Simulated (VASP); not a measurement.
# CdSe (Pm-3m) in VASP: a series of runs, part 2 of 2

VASP 6.6.1.

## (3) Single point, PBE

Contents of INCAR:

```
ALGO = Normal
EDIFF = 1E-6
ENCUT = 520
GGA = PE
ISIF = 2
ISMEAR = 0
LASPH = True
LCHARG = True
LELF = True
LREAL = False
LVHAR = True
LWAVE = False
NBANDS = 16
NELM = 80
PREC = Accurate
SIGMA = 0.1
```

Contents of KPOINTS:

```
k-points
0
Gamma
  6 6 6
```

Contents of POSCAR:

```
CdSe
1.0
    3.5618853240      0.0000000000      0.0000000000
    0.0000000000      3.5618853240      0.0000000000
    0.0000000000      0.0000000000      3.5618853240
Cd Se
1 1
Direct
    0.5000000000      0.5000000000      0.5000000000
    0.0000000000      0.0000000000      0.0000000000
```

Potentials or basis: VASP PAW PBE potentials, release 64 (Cd, Se).

Run with:

```
cat potpaw_PBE.64/Cd/POTCAR potpaw_PBE.64/Se/POTCAR > POTCAR
mpirun -np 1 vasp_std > vasp.out
```

OUTCAR:

```text
EDIFF = 1E-6
   ENCUT = 520
   GGA = PE
   ISIF = 2
   ISMEAR = 0
   LASPH = True
   LREAL = False
   NELM = 80
   PREC = Accurate

 ion  position               nearest neighbor table
   1  0.500  0.500  0.500-   2 3.08   2 3.08   2 3.08   2 3.08   2 3.08   2 3.08   2 3.08   2 3.08

   2  0.000  0.000  0.000-   1 3.08   1 3.08   1 3.08   1 3.08   1 3.08   1 3.08   1 3.08   1 3.08

  LATTYP: Found a simple cubic cell.
 ALAT       =     3.5618853240

  Lattice vectors:

 A1 = (   3.5618853240,   0.0000000000,   0.0000000000)
 A2 = (   0.0000000000,   3.5618853240,   0.0000000000)
 A3 = (   0.0000000000,   0.0000000000,   3.5618853240)

Analysis of symmetry for initial positions (statically):
=====================================================================
 Subroutine PRICEL returns:
 Original cell was already a primitive cell.

 Routine SETGRP: Setting up the symmetry group for a
 simple cubic supercell.

 Subroutine GETGRP returns: Found 48 space group operations
 (whereof 48 operations were pure point group operations)
 out of a pool of 48 trial point group operations.

[... 157 lines left out ...]

 E-fermi :   3.2701     XC(G=0): -10.3877

 val. band max:        3.2532339019   @ k =   0.3333   0.3333   0.0000
 cond. band min:       3.2729431236   @ k =   0.5000   0.0000   0.0000
 fundamental gap:      0.0197092217
 Fermi energy:         3.2701232890

 k-point     1 :       0.0000    0.0000    0.0000
  band No.  band energies     occupation
      1     -10.3390      2.00000
      2      -5.4862      2.00000
      3      -5.4862      2.00000
      4      -5.0749      2.00000
      5      -5.0749      2.00000
      6      -5.0749      2.00000
[... 357 lines left out ...]
      3      -5.5950      2.00000
      4      -5.5950      2.00000
      5      -4.9133      2.00000
      6      -4.9133      2.00000
[... 8 lines left out ...]
     15      19.9406      0.00000
     16      19.9406      0.00000

------------------------ aborting loop because EDIFF is reached ----------------------------------------

  FORCE on cell =-STRESS in cart. coord.  units (eV):
  Direction    XX          YY          ZZ          XY          YZ          ZX
  --------------------------------------------------------------------------------------
  -------------------------------------------------------------------------------------
  Total       -0.0225407     -0.0225407     -0.0225407      0.0000000     -0.0000000      0.0000000
  in kB       -0.7991678     -0.7991678     -0.7991678      0.0000000     -0.0000000      0.0000000
  external PRESSURE =      -0.7991678 kB  Pullay stress =       0.0000000 kB

 VOLUME and BASIS-vectors are now :
 -----------------------------------------------------------------------------
  energy-cutoff  :      520.00
  volume of cell :       45.19
      direct lattice vectors                 reciprocal lattice vectors
     3.561885324  0.000000000  0.000000000     0.280750195  0.000000000  0.000000000
     0.000000000  3.561885324  0.000000000     0.000000000  0.280750195  0.000000000
     0.000000000  0.000000000  3.561885324     0.000000000  0.000000000  0.280750195

 POSITION                                       TOTAL-FORCE (eV/Angst)
 -----------------------------------------------------------------------------------
      1.78094      1.78094      1.78094         0.000000      0.000000      0.000000
      0.00000      0.00000      0.00000         0.000000      0.000000      0.000000
 -----------------------------------------------------------------------------------
    total drift:                                0.000000      0.000000      0.000000

  FREE ENERGIE OF THE ION-ELECTRON SYSTEM (eV)
  ---------------------------------------------------
  free  energy   TOTEN  =        -4.2839854013 eV

  energy  without entropy=       -4.2725140222  energy(sigma->0) =       -4.27824971
```

stdout:

```text
POSCAR found type information on POSCAR CdSe
 POSCAR found :  2 types and       2 ions
 scaLAPACK will be used
 LDA part: xc-table for (Slater+PW92), standard interpolation
 POSCAR, INCAR and KPOINTS ok, starting setup
 FFT: planning ... GRIDC
 FFT: planning ... GRID_SOFT
 FFT: planning ... GRID
 WAVECAR not read
 entering main loop
```

Run time: 9.2 s. Hardware: 1 thread of Intel Xeon 6975P-C, shared host; peak memory 0.16 GiB.

What came out:

- Free energy: -4.2840 eV
- Pressure: -0.1 GPa
- Band gap on the k mesh: zero (band 9 reaches 3.31 eV, above the bottom of band 10 at 2.07 eV)

Levels at points of the mesh, in eV from the Fermi level:
| k point | band 6 | band 7 | band 8 | band 9 | band 10 | band 11 | band 12 | band 13 |
| --- | --- | --- | --- | --- | --- | --- | --- | --- |
| (0.00, 0.00, 0.00) | -8.35 | -1.65 | -1.20 | -1.20 | -1.20 | 6.09 | 6.09 | 10.49 |
| (0.50, 0.00, 0.00) | -8.33 | -5.95 | 0.00 | 0.00 | 2.67 | 3.84 | 6.55 | 6.55 |
| (0.50, 0.50, 0.00) | -8.14 | -4.37 | -4.37 | -1.48 | 0.14 | 7.07 | 7.07 | 8.05 |
| (0.50, 0.50, 0.50) | -8.18 | -2.22 | -2.22 | -2.22 | 1.45 | 1.45 | 1.45 | 1.58 |

## (4) Relaxation of cell and atoms, PBE

This run uses another cell than the first one, of 32.09 Å³/atom, 1.420 times its volume.

Contents of INCAR:

```
ALGO     = Normal         # electronic algorithm
EDIFF    = 1E-7           # SCF threshold, eV
EDIFFG   = -0.04          # ionic threshold
ENCUT    = 600            # plane-wave cutoff, eV
GGA      = PE             # functional
IBRION   = 2              # ionic algorithm
ISIF     = 3              # what is computed and relaxed
ISMEAR   = 0              # smearing method
LASPH    = T              # aspherical terms in the spheres
LCHARG   = F              # write CHGCAR
LREAL    = F              # projectors in reciprocal space
LWAVE    = F              # write WAVECAR
NELM     = 80             # most SCF steps
NSW      = 90             # ionic steps
PREC     = Accurate       # precision mode
SIGMA    = 0.1            # smearing width, eV
```

Contents of KPOINTS:

```
k-points
0
Gamma
  4 4 4
```

Contents of POSCAR:

```
CdSe
1.0
    4.0037343600      0.0000000000      0.0000000000
    0.0000000000      4.0037343600      0.0000000000
    0.0000000000      0.0000000000      4.0037343600
Cd Se
1 1
Direct
    0.5000000000      0.5000000000      0.5000000000
    0.0000000000      0.0000000000      0.0000000000
```

Run with:

```
cat potpaw_PBE.64/Cd/POTCAR potpaw_PBE.64/Se/POTCAR > POTCAR
mpirun -np 1 vasp_std > vasp.out
```

It took 23 s on 1 thread of Intel Xeon 6975P-C, shared host; peak memory 0.19 GiB.

The run converged. Its results:

* Free energy: -4.3200 eV
* Relaxed volume: 22.65 Å³/atom
* Relaxed cell: a = 3.565 Å, b = 3.565 Å, c = 3.565 Å, α = 90.00°, β = 90.00°, γ = 90.00°
* Space group after relaxing (to 0.05 Å): Pm-3m (No. 221)
* Energy gained by relaxing: 353.1 meV/atom
* Ionic steps: 4
* Pressure after relaxing: 0.1 GPa
* Band gap on the k mesh: zero (band 9 reaches 3.33 eV, above the bottom of band 10 at 2.06 eV)

Step by step:
```csv
step,energy change (eV),largest force (eV/Å),pressure (GPa),volume (Å³)
1,0.0000,0.0000,-8.42,64.18
2,-0.6421,0.0000,-4.27,49.76
3,-0.7057,0.0000,-0.49,45.76
4,-0.7063,0.0000,0.09,45.31
```

Final structure:
```
Cd Se
1.0
     3.56500    0.00000    0.00000
     0.00000    3.56500    0.00000
     0.00000    0.00000    3.56500
Cd Se
1 1
Direct
  0.50000 0.50000 0.50000
  0.00000 0.00000 0.00000
```

Levels at points of the mesh, in eV from the Fermi level:
| k point | band 6 | band 7 | band 8 | band 9 | band 10 | band 11 | band 12 | band 13 |
| --- | --- | --- | --- | --- | --- | --- | --- | --- |
| (0.00, 0.00, 0.00) | -8.41 | -1.73 | -1.26 | -1.26 | -1.26 | 6.02 | 6.02 | 10.40 |
| (0.50, 0.00, 0.00) | -8.40 | -6.01 | -0.06 | -0.06 | 2.59 | 3.76 | 6.47 | 6.47 |
| (0.50, 0.50, 0.00) | -8.21 | -4.42 | -4.42 | -1.55 | 0.08 | 6.99 | 6.99 | 7.98 |
| (0.50, 0.50, 0.50) | -8.25 | -2.28 | -2.28 | -2.28 | 1.38 | 1.38 | 1.38 | 1.49 |

Caveat: the k points lie up to 0.44 Å⁻¹ apart in the final cell; the volume moved by over 15 % at a fixed basis, so the end points are rough.

## (5) Relaxation of cell and atoms, PBE

Contents of INCAR:

```
ALGO = Normal
EDIFF = 1E-6
EDIFFG = -0.04
ENCUT = 600
GGA = PE
IBRION = 2
ISIF = 3
ISMEAR = 0
LASPH = True
LCHARG = False
LREAL = False
LWAVE = False
NELM = 100
NSW = 90
PREC = Accurate
SIGMA = 0.1
```

Contents of KPOINTS:

```
k-points
0
Gamma
  6 6 6
```

Contents of POSCAR:

```
CdSe
1.0
    3.5618853240      0.0000000000      0.0000000000
    0.0000000000      3.5618853240      0.0000000000
    0.0000000000      0.0000000000      3.5618853240
Cd Se
1 1
Direct
    0.5000000000      0.5000000000      0.5000000000
    0.0000000000      0.0000000000      0.0000000000
```

Run with:

```
cat potpaw_PBE.64/Cd/POTCAR potpaw_PBE.64/Se/POTCAR > POTCAR
mpirun -np 1 vasp_std > vasp.out
```

Run time: 8.3 s. Hardware: 1 thread of Intel Xeon 6975P-C, shared host; peak memory 0.16 GiB.

Results (log left out):

- Free energy: -4.2836 eV
- Pressure after relaxing: -0.1 GPa
- Band gap on the k mesh: zero (band 9 reaches 3.31 eV, above the bottom of band 10 at 2.07 eV)

Final structure:
```
Cd Se
1.0
     3.56189    0.00000    0.00000
     0.00000    3.56189    0.00000
     0.00000    0.00000    3.56189
Cd Se
1 1
Direct
  0.50000 0.50000 0.50000
  0.00000 0.00000 0.00000
```

Levels at points of the mesh, in eV from the Fermi level:
```csv
k point,band 7,band 8,band 9,band 10,band 11,band 12
"(0.00, 0.00, 0.00)",-1.65,-1.20,-1.20,-1.20,6.09,6.09
"(0.50, 0.00, 0.00)",-5.95,0.00,0.00,2.67,3.84,6.55
"(0.50, 0.50, 0.00)",-4.37,-4.37,-1.48,0.14,7.07,7.07
"(0.50, 0.50, 0.50)",-2.22,-2.22,-2.22,1.45,1.45,1.45
```

Caveat: the relaxation stopped at its first step, so nothing moved.

## (6) Summary

```csv
task,cell,k mesh,cutoff (eV),gap on the mesh (eV),pressure (GPa)
single point,"a = 3.562 Å, 2 atoms",4 × 4 × 4,520,none,0.2
single point,"a = 3.562 Å, 2 atoms",6 × 6 × 6,520,none,-0.1
relaxation of cell and atoms,"relaxed from a = 4.004 Å, 2 atoms",4 × 4 × 4,600,none,0.1
relaxation of cell and atoms,"relaxed from a = 3.562 Å, 2 atoms",6 × 6 × 6,600,none,-0.1
```

Alike in all rows: level PBE; potentials or basis VASP PAW PBE potentials, release 64 (Cd, Se); no spin polarisation; smearing gaussian 0.1 eV.

Caveats: some runs use coarse meshes; the volume moved by over 15 % at a fixed basis, so the end points are rough (some runs); the relaxation stopped at its first step, so nothing moved (some runs).

Total energies depend on the potentials used, so only differences within one code and one set of settings carry meaning.
